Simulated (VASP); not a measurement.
Write the native input for VASP 6.6.1 that does the following.

```
Task                   : single point
Functional             : PBEsol
Potentials or basis    : VASP PAW PBE potentials, release 64 (Al, N)
Cutoff                 : 520 eV
k mesh                 : 8 × 8 × 8
Occupations            : gaussian, width 0.01 eV
Spin                   : no spin polarisation
Dipole correction      : no
Further INCAR settings : ALGO = Normal; EDIFF = 1e-06; NBANDS = 11
```

The structure of AlN lies in POSCAR:

```
AlN
1.0
    0.0000000000      2.1886778373      2.1886778373
    2.1886778373      0.0000000000      2.1886778373
    2.1886778373      2.1886778373      0.0000000000
Al N
1 1
Direct
   -0.0022844842     -0.0022844842     -0.0022844842
    0.2500000000      0.2500000000      0.2500000000
```

This cell differs from its parent crystal: atom 1 moved by [-0.01, -0.01, -0.01] A.

The input as run:

INCAR

```
SYSTEM = AlN
ALGO = Normal
EDIFF = 1E-6
ENCUT = 520
GGA = PS
ISIF = 2
ISMEAR = 0
LASPH = .True.
LCHARG = .False.
LREAL = .False.
LWAVE = .False.
NBANDS = 11
NELM = 60
PREC = Accurate
SIGMA = 0.01
```

KPOINTS

```
k-points
0
Gamma
  8 8 8
  0 0 0
```

Potentials or basis: VASP PAW PBE potentials, release 64 (Al, N).

Launch:

```bash
$ cat potpaw_PBE.64/Al/POTCAR potpaw_PBE.64/N/POTCAR > POTCAR
$ mpirun -np 1 vasp_std > vasp.out
```

It gave:

- Pressure: 0.0 GPa
- Largest force: 0.239 eV/Å
- Band gap on the k mesh: 3.13 eV, indirect (least direct gap 4.02 eV)

Caveat: the cell differs from its parent crystal (atom 1 moved by [-0.01, -0.01, -0.01] A); the PAW data sets were made with another functional, which shifts forces and pressure a little.

It took 4.8 s on 1 thread of Intel(R) Xeon(R) 6975P-C (Granite Rapids), on a shared host, peak memory 0.13 GiB.
